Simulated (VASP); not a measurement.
**H: single point with PBEsol**

Crystal: H.

```
CELL_PARAMETERS angstrom
2.70219 -2.64391 0.00000
2.70219 2.64391 0.00000
0.00000 0.00000 4.26607
ATOMIC_POSITIONS crystal
H 0.95330 0.04670 0.06851
H 0.45330 0.54670 0.43149
H 0.54670 0.45330 0.56851
H 0.04670 0.95330 0.93149
```

This cell differs from its parent crystal: strain +0.030 along x and y, +0.030 along z.

| Item | Value |
| --- | --- |
| Program | VASP 6.6.1 |
| Task | single point |
| Functional | PBEsol |
| Potentials or basis | VASP PAW PBE potentials, release 64 (H) |
| Cutoff | 520 eV |
| k mesh | 6 × 6 × 6 |
| Occupations | gaussian, width 0.05 eV |
| Spin | no spin polarisation |
| Dipole correction | no |
| Further INCAR settings | ALGO = Normal; EDIFF = 1e-06; NBANDS = 10 |

```json
{"Pressure": "-0.4 GPa", "Largest force": "0.190 eV/Å", "Band gap on the k mesh": "9.06 eV (least direct gap 9.60 eV)"}
```

Forces in eV/Å, atoms in the order of the input:
```
H    0.000 -0.123 -0.145
H    0.000 -0.123  0.145
H    0.000  0.123 -0.145
H    0.000  0.123  0.145
```

Stress tensor (GPa, compression positive):
```
-0.14  0.00  0.00
 0.00 -0.53  0.00
 0.00  0.00 -0.60
```

Levels at points of the mesh, in eV from the valence-band top:
```tsv
k point	band 1	band 2	band 3	band 4	band 5	band 6	band 7
(0.00, 0.00, 0.00)	-1.59	0.00	11.01	12.17	12.64	14.75	15.04
(0.50, 0.00, 0.00)	-0.67	-0.67	10.50	10.50	13.38	13.38	16.65
(0.50, 0.50, 0.00)	-0.52	-0.37	9.35	10.20	13.55	14.94	15.13
(0.00, 0.00, 0.50)	-0.79	-0.79	10.17	10.17	15.03	15.03	16.69
(0.50, 0.00, 0.50)	-0.55	-0.55	9.06	9.06	15.36	15.36	16.26
(0.50, 0.50, 0.50)	-0.36	-0.36	10.66	10.66	12.24	12.24	12.40
```

Wall time 14 s on 1 thread of Intel(R) Xeon(R) Platinum 8375C CPU @ 2.90GHz (Ice Lake), with other jobs on the host, peak memory 0.17 GiB.

Caveat: the cell differs from its parent crystal (strain +0.030 along x and y, +0.030 along z); this functional lacks dispersion, which holds the molecules together, so the pressure and a relaxed volume are unreliable; the PAW data sets were made with another functional, which shifts forces and pressure a little. A k mesh can miss the band edges.
